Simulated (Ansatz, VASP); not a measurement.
**HfB2: VASP beside Ansatz**

The input POSCAR:

```
HfB2
1.0
    0.0000000000      2.7160800000      2.7160800000
    2.7160800000      0.0000000000      2.7160800000
    2.7160800000      2.7160800000      0.0000000000
Hf B
1 2
Direct
    0.0000000000      0.0000000000      0.0000000000
    0.2500000000      0.2500000000      0.2500000000
    0.7500000000      0.7500000000      0.7500000000
```

INCAR.step1

```
PREC = Accurate
ENCUT = 520
EDIFF = 1E-5
ISMEAR = -1
SIGMA = 0.05
LREAL = False
LASPH = True
NELM = 60
ALGO = Normal
ISIF = 2
LWAVE = True
LCHARG = False
GGA = PE
NBANDS = 15
```

INCAR.step2

```
PREC = Accurate
ENCUT = 520
EDIFF = 1E-6
ISMEAR = -1
SIGMA = 0.05
LREAL = False
LASPH = True
NELM = 60
ALGO = Normal
ISIF = 2
LWAVE = False
LCHARG = False
GGA = PE
LHFCALC = True
AEXX = 0.1
HFSCREEN = 0.2
PRECFOCK = Normal
ISTART = 1
NBANDS = 15
```

Contents of KPOINTS:

```
regular mesh
0
Gamma
  5 5 5
```

The input input:

```
crystal:
  lattice:
    - [0.0, 2.71608, 2.71608]
    - [2.71608, 0.0, 2.71608]
    - [2.71608, 2.71608, 0.0]
  atoms:
    - { symbol: Hf, position: [0.0, 0.0, 0.0] }
    - { symbol: B, position: [0.25, 0.25, 0.25] }
    - { symbol: B, position: [0.75, 0.75, 0.75] }
hamiltonian:
  xc: { exchange: pbe, correlation: pbe, exx: { coeff: 0.1, omega: 0.2 } }
  pseudopotentials: { kind: paw }
kpoints:
  mp_grid: { grid: [5, 5, 5] }
scf:
  occupations: { method: fermi_dirac, width: 0.05 }
output:
  forces: true
  stress: true
  eigenvalues: true
```

Alike in both runs: task single point; functional PBE-based screened hybrid with a share of 0.1 of exact exchange and HFSCREEN = 0.2; k mesh 5 × 5 × 5; occupations fermi-dirac, width 0.05 eV; no spin polarisation.

|  | VASP | Ansatz |
| --- | --- | --- |
| version | VASP 6.6.1 | Ansatz 0.2.0 |
| potentials or method | VASP PAW PBE potentials, release 64 (Hf_pv, B) | Ansatz PAW |
| plane-wave cutoff (eV) | 520 | 420 |
| valence electrons in the cell | 16 | 32 |

VASP gave:

* gap on the k mesh at the Fermi level (eV): none
* pressure (GPa): -1.2

Estimate Ansatz's values.

gap on the k mesh at the Fermi level (eV): none; pressure (GPa): -0.9.

VASP's potentials were made for PBE, not for PBE-based screened hybrid. A gap of «none» marks a metal or a gap that the smearing closes. With one functional, cell and mesh, what is left measures potentials, basis and numerics. VASP's potentials hold 16 valence electrons a cell and Ansatz's 32, so a difference there can come from the potentials and not from the codes.

The k mesh is coarse, so the values compare programs but aren't converged. Spin-orbit coupling is off throughout.
